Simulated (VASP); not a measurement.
Here is a VASP 6.6.1 calculation.

File INCAR:

```
PREC     = Accurate       # precision mode
ENCUT    = 520            # plane-wave cutoff, eV
EDIFF    = 1E-6           # SCF threshold, eV
ISMEAR   = 0              # smearing method
SIGMA    = 0.05           # smearing width, eV
LREAL    = F              # projectors in reciprocal space
LASPH    = T              # aspherical terms in the spheres
NELM     = 60             # most SCF steps
ALGO     = Normal         # electronic algorithm
ISIF     = 2              # what is computed and relaxed
LWAVE    = F              # write WAVECAR
LCHARG   = F              # write CHGCAR
GGA      = PE             # functional
NBANDS   = 26             # bands
```

File KPOINTS:

```
regular mesh
0
Gamma
  6 6 4
```

Contents of POSCAR:

```
CdSe
1.0
    4.2984999142      0.0000000000      0.0000000000
   -2.1492499571      3.7226101239      0.0000000000
    0.0000000000      0.0000000000      7.0152000000
Cd Se
2 2
Direct
    0.6666666667      0.3333333333     -0.0213821416
    0.3333333333      0.6666666667      0.5000000000
    0.6666666667      0.3333333333      0.3750000000
    0.3333333333      0.6666666667      0.8750000000
```

Potentials or basis: VASP PAW PBE potentials, release 64 (Cd, Se).

Command:

```console
$ cat potpaw_PBE.64/Cd/POTCAR potpaw_PBE.64/Se/POTCAR > POTCAR
$ mpirun -np 1 vasp_std > vasp.out
```

Task: Estimate the band gap on the k mesh.

Result: 0.65 eV, direct.

Task: Predict the largest force.

Result: 0.725 eV/Å.

Task: What does it give for the pressure?

Result: 3.5 GPa.

Stress tensor (GPa, compression positive):
```
4.22 0.00 0.00
0.00 4.22 0.00
0.00 0.00 2.17
```

Caveat: the cell differs from its parent crystal (atom 1 (Cd) moved by (+0.000, -0.150) A along y and z).
